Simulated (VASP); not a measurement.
Be2CdS2: single point with PBE

Be2CdS2:

```
Be Cd S
1.0
     4.39723    0.00000    0.00000
    -2.19862    3.80812    0.00000
     0.00000    0.00000    5.24624
Be Cd S
2 1 2
Cartesian
  2.1986 1.2694 1.1540
  2.1986 1.2694 4.0922
  0.0000 0.0000 2.6231
  0.0000 0.0000 0.0000
  0.0000 2.5387 2.6231
```

```json
{
  "Program": "VASP 6.6.1",
  "Task": "single point",
  "Functional": "PBE",
  "Potentials or basis": "VASP PAW PBE potentials, release 64 (Be, Cd, S)",
  "Cutoff": "520 eV",
  "k mesh": "12 × 12 × 6",
  "Occupations": "gaussian, width 0.1 eV",
  "Spin": "no spin polarisation"
}
```

The pressure is 0.3 GPa and the band gap on the k mesh is zero (band 14 reaches 5.65 eV, above the bottom of band 15 at 2.85 eV).

Levels at points of the mesh, in eV from the Fermi level:
| k point | band 10 | band 11 | band 12 | band 13 | band 14 | band 15 | band 16 | band 17 | band 18 | band 19 |
| --- | --- | --- | --- | --- | --- | --- | --- | --- | --- | --- |
| (0.00, 0.00, 0.00) | -3.48 | -2.89 | -2.55 | -2.55 | -1.72 | -1.63 | 1.66 | 1.66 | 3.84 | 3.84 |
| (0.50, 0.00, 0.00) | -5.00 | -4.83 | -2.75 | -2.52 | -0.79 | 0.11 | 1.18 | 2.99 | 3.07 | 4.16 |
| (0.00, 0.00, 0.50) | -2.90 | -2.90 | -2.73 | -2.73 | -1.08 | -0.32 | 1.10 | 1.10 | 2.03 | 2.03 |
| (0.50, 0.00, 0.50) | -4.32 | -3.45 | -2.99 | -2.82 | 0.14 | 0.39 | 2.53 | 3.99 | 4.01 | 4.16 |

Wall time 2.7 min on 1 thread of AMD EPYC 7R43 64-Core Processor (Zen 3), on a shared host, peak memory 0.26 GiB.
